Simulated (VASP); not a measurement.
# PtS2 (R3m) in VASP: single point with r2SCAN

Aim: the single point of PtS2 with r2SCAN.

All numbers are computed with VASP 6.6.1; they aren't measurements. Logs are shortened: lines on timing, memory, paths and dates and some standing lists are left out, and cuts for length are marked.

### Step 1. The cell of the first run

The structure is trigonal, space group R3m (No. 160). Conventional cell: a = 3.478 Å, b = 3.478 Å, c = 15.288 Å, α = 90.00°, β = 90.00°, γ = 120.00°. Within 3.2 Å of Pt (site symmetry 3m) lie 6 S at 2.41 to 2.48 Å. S (site symmetry 3m) has 3 Pt at 2.48 Å and 4 S at 2.78 to 3.06 Å within 3.3 Å. Within 3.2 Å of S (site symmetry 3m) lie 3 Pt at 2.41 Å and 4 S at 2.78 to 3.06 Å.

### Step 2. Single point, r2SCAN

POSCAR

```
PtS2
1.0
    1.7391392306      1.0040925030      5.0958703676
   -1.7391392306      1.0040925030      5.0958703676
    0.0000000000     -2.0081850059      5.0958703676
Pt S
1 2
Direct
   -0.0026256467     -0.0026256467     -0.0026256467
    0.4255983390      0.4255983390      0.4255983390
    0.2436939743      0.2436939743      0.2436939743
```

INCAR.step1

```
PREC = Accurate
ENCUT = 520
ISMEAR = -1
SIGMA = 0.02
LREAL = False
LASPH = True
NELM = 80
NBANDS = 18
GGA = PE
ALGO = Normal
EDIFF = 1E-4
LWAVE = True
LCHARG = False
```

INCAR.step2

```
PREC = Accurate
ENCUT = 520
EDIFF = 1E-6
ISMEAR = -1
SIGMA = 0.02
LREAL = False
LASPH = True
NELM = 80
ALGO = Normal
ISIF = 2
LWAVE = False
LCHARG = False
METAGGA = R2SCAN
LMIXTAU = True
NBANDS = 18
ISTART = 1
```

KPOINTS

```
regular mesh
0
Gamma
  6 6 6
```

Potentials or basis: VASP PAW PBE potentials, release 64 (Pt, S).

Launch:

```bash
> cat potpaw_PBE.64/Pt/POTCAR potpaw_PBE.64/S/POTCAR > POTCAR
> cp INCAR.step1 INCAR
> mpirun -np 1 vasp_std > vasp.out
> cp INCAR.step2 INCAR
> mpirun -np 1 vasp_std > vasp.out
```

OUTCAR:

```text
PREC = Accurate
   ENCUT = 520
   EDIFF = 1E-6
   ISMEAR = -1
   LREAL = False
   LASPH = True
   NELM = 80
   ISIF = 2
   METAGGA = R2SCAN
   ISTART = 1

 ion  position               nearest neighbor table
   1  0.997  0.997  0.997-   3 2.41   3 2.41   3 2.41   2 2.48   2 2.48   2 2.48
   2  0.426  0.426  0.426-   1 2.48   1 2.48   1 2.48   3 2.78
   3  0.244  0.244  0.244-   1 2.41   1 2.41   1 2.41   2 2.78

  LATTYP: Found a trigonal (rhomboedric) cell.
 ALAT       =     5.4772896419
 COS(alpha) =     0.7983643662

  Lattice vectors:

 A1 = (   1.7391392306,   1.0040925030,   5.0958703676)
 A2 = (  -1.7391392306,   1.0040925030,   5.0958703676)
 A3 = (   0.0000000000,  -2.0081850059,   5.0958703676)

Analysis of symmetry for initial positions (statically):
=====================================================================
 Subroutine PRICEL returns:
 Original cell was already a primitive cell.

 Routine SETGRP: Setting up the symmetry group for a
 trigonal (rhombohedral) supercell.

 Subroutine GETGRP returns: Found  6 space group operations
 (whereof  6 operations were pure point group operations)
 out of a pool of 12 trial point group operations.

The static configuration has the point symmetry C_3v.

Analysis of symmetry for dynamics (positions and initial velocities):
=====================================================================
 Subroutine PRICEL returns:
 Original cell was already a primitive cell.

 Routine SETGRP: Setting up the symmetry group for a
 trigonal (rhombohedral) supercell.

 Subroutine GETGRP returns: Found  6 space group operations
 (whereof  6 operations were pure point group operations)
 out of a pool of 12 trial point group operations.

The dynamic configuration has the point symmetry C_3v.

 Subroutine INISYM returns: Found  6 space group operations
 (whereof  6 operations are pure point group operations),
 and found     1 'primitive' translations

----------------------------------------------------------------------------------------

                                     Primitive cell

  volume of cell :      53.3922

  direct lattice vectors                    reciprocal lattice vectors
     1.739139231  1.004092503  5.095870368     0.287498546  0.165987363  0.065412444
    -1.739139231  1.004092503  5.095870368    -0.287498546  0.165987363  0.065412444
     0.000000000 -2.008185006  5.095870368     0.000000000 -0.331974726  0.065412444

  length of vectors
     5.477289642  5.477289642  5.477289642     0.338357808  0.338357808  0.338357808

  position of ions in fractional coordinates (direct lattice)
     0.997374353  0.997374353  0.997374353
     0.425598339  0.425598339  0.425598339
     0.243693974  0.243693974  0.243693974

  ion indices of the primitive-cell ions
   primitive index   ion index
                 1           1
                 2           2
                 3           3

----------------------------------------------------------------------------------------

 KPOINTS: regular mesh

Automatic generation of k-mesh.
 Grid dimensions read from file:
 generate k-points for:    6    6    6

 Generating k-lattice:

  Cartesian coordinates                     Fractional coordinates (reciprocal lattice)
     0.047916424  0.027664560  0.010902074     0.166666667  0.000000000  0.000000000
    -0.047916424  0.027664560  0.010902074     0.000000000  0.166666667  0.000000000
     0.000000000 -0.055329121  0.010902074    -0.000000000 -0.000000000  0.166666667

  Length of vectors
     0.056392968  0.056392968  0.056392968

  Shift w.r.t. Gamma in fractional coordinates (k-lattice)
     0.000000000  0.000000000  0.000000000

 Subroutine IBZKPT returns following result:
 ===========================================

 Found     32 irreducible k-points:

 Following reciprocal coordinates:
            Coordinates               Weight
  0.000000  0.000000  0.000000      1.000000
  0.166667 -0.000000  0.000000      6.000000
  0.333333 -0.000000 -0.000000      6.000000
  0.500000  0.000000  0.000000      3.000000
  0.166667  0.166667  0.000000      6.000000
  0.333333  0.166667  0.000000     12.000000
[... 16 lines left out ...]
  0.500000  0.500000  0.166667      6.000000
 -0.333333  0.500000  0.166667     12.000000
 [... further k-points ...]
   k-points           NKPTS =     32   k-points in BZ     NKDIM =     32   number of bands    NBANDS=     18
   number of dos      NEDOS =    301   number of ions     NIONS =      3
   total plane-waves  NPLWV =  74088
   dimension x,y,z NGX =    42 NGY =   42 NGZ =   42
   dimension x,y,z NGXF=    84 NGYF=   84 NGZF=   84
   ions per type =               1   2
   NGX,Y,Z   is equivalent  to a cutoff of  12.75, 12.75, 12.75 a.u.
   NGXF,Y,Z  is equivalent  to a cutoff of  25.50, 25.50, 25.50 a.u.
 SYSTEM =  unknown system
   PREC   = accura    normal or accurate (medium, high low for compatibility)
   ISTART =      1    job   : 0-new  1-cont  2-samecut
   ICHARG =      0    charge: 1-file 2-atom 10-const
   ISPIN  =      1    spin polarized calculation?
   LNONCOLLINEAR =      F non collinear calculations
   LSORBIT =      F    spin-orbit coupling
   LASPH  =      T    aspherical Exc in radial PAW
   ENCUT  =  520.0 eV  38.22 Ry    6.18 a.u.  10.18 10.18 10.18*2*pi/ulx,y,z
   NELM   =     80;   NELMIN=  2; NELMDL=  0     # of ELM steps
   EDIFF  = 0.1E-05   stopping-criterion for ELM
   LREAL  =      F    real-space projection
   EDIFFG = 0.1E-04   stopping-criterion for IOM
   NSW    =      0    number of steps for IOM
   IBRION =     -1    ionic relax: 0-MD 1-quasi-New 2-CG
   NFREE  =      0    steps in history (QN), initial steepest desc. (CG)
   ISIF   =      2    stress and relaxation
   ISYM   =      2    0-nonsym 1-usesym 2-fastsym
   POTIM  = 0.5000    time-step for ionic-motion
   TEBEG  =    0.0;   TEEND  =   0.0 temperature during run
   PSTRESS=    0.0 pullay stress
   NELECT =      22.0000    total number of electrons
   NUPDOWN=      -1.0000    fix difference up-down
   EMIN   =  10.00;   EMAX   =-10.00  energy-range for DOS
   EFERMI =   0.00;   METHOD = LEGACY
   ISMEAR =    -1;   SIGMA  =   0.02  broadening in eV -4-tet -1-fermi 0-gaus
   EFERMI_NEDOS =   21; number of points for ismear=-14 and -15
   IALGO  =     38    algorithm
   IMIX   =      4    mixing-type and parameters
     AMIX     =   0.40;   BMIX     =  1.00
     AMIX_MAG =   1.60;   BMIX_MAG =  1.00
  volume/ion in A,a.u.               =      17.80       120.10
  Fermi-wavevector in a.u.,A,eV,Ry     =   1.218213  2.302088 20.191623  1.484042
  Thomas-Fermi vector in A             =   2.353507
   LORBIT       =      0    0 simple, 1 ext, 2 COOP (PROOUT), +10 PAW based schemes
   METAGGA = R2SCAN    functional components
   LHFCALC =     F    Hartree Fock is set to
   AEXX    =    0.0000 exact exchange contribution
   IVDW    =     0    specifies the selected vdW correction
   LEPSILON=     F    determine dielectric tensor
   LRPA    =     F    only Hartree local field effects (RPA)
 non-spin polarized calculation
  energy-cutoff  :      520.00
  volume of cell :       53.39
 maximum number of plane-waves:      1456
 NGX is ok and might be reduce to    42
   NGX = 21   NGY = 21   NGZ = 21

 number of electron      22.0000000 magnetization

 Free energy of the ion-electron system (eV)
  ---------------------------------------------------
  ext. energy  EPLUGINS =         0.00000000
  ---------------------------------------------------
  free energy    TOTEN  =       -67.01869081 eV

  energy without entropy =      -67.01677027  energy(sigma->0) =      -67.01773054

 E-fermi :   7.3535     XC(G=0): -11.6345

 val. band max:        7.3495831636   @ k =  -0.3333   0.5000   0.3333
 cond. band min:       7.4086724700   @ k =  -0.3333   0.5000   0.1667
 fundamental gap:      0.0590893064
 Fermi energy:         7.3535417084

 k-point     1 :       0.0000    0.0000    0.0000
  band No.  band energies     occupation
      1      -9.2022      2.00000
      2      -5.9844      2.00000
      3      -0.8889      2.00000
      4       1.4198      2.00000
      5       1.4198      2.00000
      6       2.3484      2.00000
[... 10 lines left out ...]
     17      15.9793      0.00000
     18      18.5163      0.00000

 k-point     2 :       0.1667   -0.0000    0.0000
  band No.  band energies     occupation
      1      -8.8892      2.00000
      2      -6.0034      2.00000
      3      -0.5485      2.00000
      4       1.1047      2.00000
      5       1.6476      2.00000
      6       2.1411      2.00000
[... 10 lines left out ...]
     17      16.6777      0.00000
     18      16.8241      0.00000

 k-point     3 :       0.3333   -0.0000   -0.0000
  band No.  band energies     occupation
      1      -8.1515      2.00000
      2      -6.0377      2.00000
      3      -0.3053      2.00000
      4       0.7879      2.00000
      5       1.4329      2.00000
      6       2.1681      2.00000
[... 10 lines left out ...]
     17      17.8190      0.00000
     18      17.8422      0.00000

 k-point     4 :       0.5000    0.0000    0.0000
  band No.  band energies     occupation
      1      -7.6915      2.00000
      2      -6.0689      2.00000
      3      -0.5052      2.00000
      4       0.5855      2.00000
      5       1.2327      2.00000
      6       2.0662      2.00000
[... 375 lines left out ...]
      4       0.6371      2.00000
      5       1.4401      2.00000
      6       2.4751      2.00000
[... 10 lines left out ...]
     17      16.5990      0.00000
     18      17.7566      0.00000

 k-point    23 :       0.5000    0.5000    0.1667
  band No.  band energies     occupation
      1      -7.7351      2.00000
      2      -6.7402      2.00000
      3       0.2902      2.00000
      4       0.9955      2.00000
      5       1.6543      2.00000
      6       2.0533      2.00000
[... 10 lines left out ...]
     17      15.9618      0.00000
     18      17.2167      0.00000

 k-point    24 :      -0.3333    0.5000    0.1667
  band No.  band energies     occupation
      1      -7.4109      2.00000
      2      -6.5223      2.00000
      3       0.1299      2.00000
      4       0.7137      2.00000
      5       1.6258      2.00000
      6       2.0681      2.00000
[... 10 lines left out ...]
     17      16.2722      0.00000
     18      17.4558      0.00000

 [... further k-points ...]

------------------------ aborting loop because EDIFF is reached ----------------------------------------

  FORCE on cell =-STRESS in cart. coord.  units (eV):
  Direction    XX          YY          ZZ          XY          YZ          ZX
  --------------------------------------------------------------------------------------
  -------------------------------------------------------------------------------------
  Total        0.4554916      0.4554916      0.2896549      0.0000000      0.0000000      0.0000000
  in kB       13.6682595     13.6682595      8.6918812      0.0000000      0.0000000      0.0000000
  external PRESSURE =      12.0094667 kB  Pullay stress =       0.0000000 kB

 VOLUME and BASIS-vectors are now :
 -----------------------------------------------------------------------------
  energy-cutoff  :      520.00
  volume of cell :       53.39
      direct lattice vectors                 reciprocal lattice vectors
     1.739139231  1.004092503  5.095870368     0.287498546  0.165987363  0.065412444
    -1.739139231  1.004092503  5.095870368    -0.287498546  0.165987363  0.065412444
     0.000000000 -2.008185006  5.095870368     0.000000000 -0.331974726  0.065412444

 POSITION                                       TOTAL-FORCE (eV/Angst)
 -----------------------------------------------------------------------------------
      0.00000      0.00000     15.24747         0.000000     -0.000000     -0.012010
      0.00000      0.00000      6.50638         0.000000     -0.000000     -0.039984
      0.00000      0.00000      3.72550         0.000000      0.000000      0.051994
 -----------------------------------------------------------------------------------
    total drift:                               -0.000000      0.000000      0.000174

  FREE ENERGIE OF THE ION-ELECTRON SYSTEM (eV)
  ---------------------------------------------------
  free  energy   TOTEN  =       -67.0186908117 eV

  energy  without entropy=      -67.0167702679  energy(sigma->0) =      -67.01773054
```

Wall time 2.5 min (1 thread of Intel Xeon Platinum 8559C (Emerald Rapids), shared host); peak memory 0.29 GiB.

Results:

```yaml
Free_energy: -67.0187 eV
Pressure: 1.2 GPa
Largest_force: 0.052 eV/Å
Band_gap_on_the_k_mesh: zero (band 11 reaches 7.77 eV, above the bottom of band 12 at 7.35 eV)
```

Forces on the atoms (eV/Å):
```
Pt   0.000  0.000 -0.012
S    0.000  0.000 -0.040
S    0.000  0.000  0.052
```

Stress tensor (GPa, compression positive):
```
1.37 0.00 0.00
0.00 1.37 0.00
0.00 0.00 0.87
```

Levels at points of the mesh, in eV from the Fermi level:
```
           k point  band 7  band 8  band 9  band 10  band 11  band 12  band 13  band 14  band 15  band 16
(0.00, 0.00, 0.00)   -5.01   -3.03   -0.29    -0.29     0.42     0.78     0.78     3.31     6.83     8.63
(0.50, 0.00, 0.00)   -4.03   -3.39   -2.62    -2.28    -1.62     0.55     1.24     3.91     5.92     7.17
(0.50, 0.50, 0.00)   -4.37   -3.66   -2.94    -2.27    -2.20     0.48     1.85     4.85     7.53     7.91
(0.50, 0.50, 0.50)   -4.94   -3.16   -2.02     0.11     0.11     0.38     0.38     3.78     7.60     7.97
```

Caveat: the PAW data sets were made with another functional, which shifts forces and pressure a little; spin-orbit coupling is left out, which moves the levels of the heavy elements.
